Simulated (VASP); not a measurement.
Runs of VASP 6.6.1 on Cu. The structure is that of space group P6_3/mmc (No. 194), or close to it. The cells are those of the table. 

```tsv
task	cell	k mesh	cutoff (eV)	gap on the mesh (eV)	pressure (GPa)
single point	a = 2.551, b = 2.551, c = 4.179 Å, angles 90.0, 90.0, 120.0°, 2 atoms	16 × 16 × 9	520	none	(a)
single point	a = 2.418, b = 2.418, c = 3.961 Å, angles 90.0, 90.0, 120.0°, 2 atoms	16 × 16 × 9	520	none	(b)
single point	a = 2.453, b = 2.453, c = 4.018 Å, angles 90.0, 90.0, 120.0°, 2 atoms	16 × 16 × 9	520	none	9.4
relaxation of cell and atoms	relaxed from a = 2.556, b = 2.556, c = 4.174 Å, angles 90.0, 90.0, 120.0°, 2 atoms	14 × 14 × 8	600	none	0.0
single point	a = 2.382, b = 2.382, c = 3.903 Å, angles 90.0, 90.0, 120.0°, 2 atoms	16 × 16 × 9	520	none	33.9
single point	a = 2.519, b = 2.519, c = 4.127 Å, angles 90.0, 90.0, 120.0°, 2 atoms	16 × 16 × 9	520	none	-5.8
single point	a = 2.486, b = 2.486, c = 4.073 Å, angles 90.0, 90.0, 120.0°, 2 atoms	14 × 14 × 8	520	none	1.2
```

Alike in all rows: level LDA; potentials or basis VASP PAW LDA potentials, release 64 (Cu); no spin polarisation; smearing fermi-dirac 0.1 eV.

Estimate the missing entries.

(a) -11.1; (b) 20.2.

A gap of «none» marks levels without a gap at the run's occupations.
